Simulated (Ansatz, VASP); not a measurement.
Given: the input of a run of Ansatz 0.2.0 on Tl.

Contents of input.yaml:

```yaml
crystal:
  lattice:
    - [0.0, 2.4497881085, 2.4497881085]
    - [2.4497881085, 0.0, 2.4497881085]
    - [2.4497881085, 2.4497881085, 0.0]
  atoms:
    - { symbol: Tl, position: [0.0, 0.0, 0.0] }
kpoints:
  mp_grid: { grid: [9, 9, 9] }
scf:
  occupations: { method: fermi_dirac, width: 0.05 }
hamiltonian:
  xc: pbe
  pseudopotentials: { kind: all_electron, lapw: { basis_error: 0.0005 } }
output:
  forces: true
  stress: true
  eigenvalues: true
```

Potentials or basis: all-electron LAPW, scalar-relativistic.

Launch:

```bash
$ ansatz run input.yaml --threads 1 --pin off --max-ram 2560MiB --backend cpu --events-out ev --progress --plain --runs-dir out
```

Set up the same calculation for VASP 6.6.1. Potentials there: VASP PAW PBE potentials, release 64 (Tl_d).

As run (the cutoff follows the program's own potentials):

Contents of INCAR:

```
PREC = Accurate
ENCUT = 520
EDIFF = 1E-6
ISMEAR = -1
SIGMA = 0.05
LREAL = F
LASPH = T
NELM = 60
ALGO = Fast
ISIF = 2
LWAVE = F
LCHARG = F
GGA = PE
NBANDS = 12
```

KPOINTS

```
Automatic mesh
0
Gamma
  9 9 9
```

The input POSCAR:

```
Tl
1.0
    0.0000000000      2.4497881085      2.4497881085
    2.4497881085      0.0000000000      2.4497881085
    2.4497881085      2.4497881085      0.0000000000
Tl
1
Direct
    0.0000000000      0.0000000000      0.0000000000
```

Potentials or basis: VASP PAW PBE potentials, release 64 (Tl_d).

Launch:

```sh
$ cat potpaw_PBE.64/Tl_d/POTCAR > POTCAR
$ mpirun -np 1 vasp_std > vasp.out
```

Both were run:

|  | VASP | Ansatz | Ansatz less VASP |
| --- | --- | --- | --- |
| gap on the k mesh at the Fermi level (eV) | none | none | - |
| pressure (GPa) | 1.9 | 1.9 | +0.06 |

A gap of «none» marks a metal or a gap that the smearing closes. Ansatz ran all-electron here, and VASP with PAW potentials.

Spin-orbit coupling is off throughout.
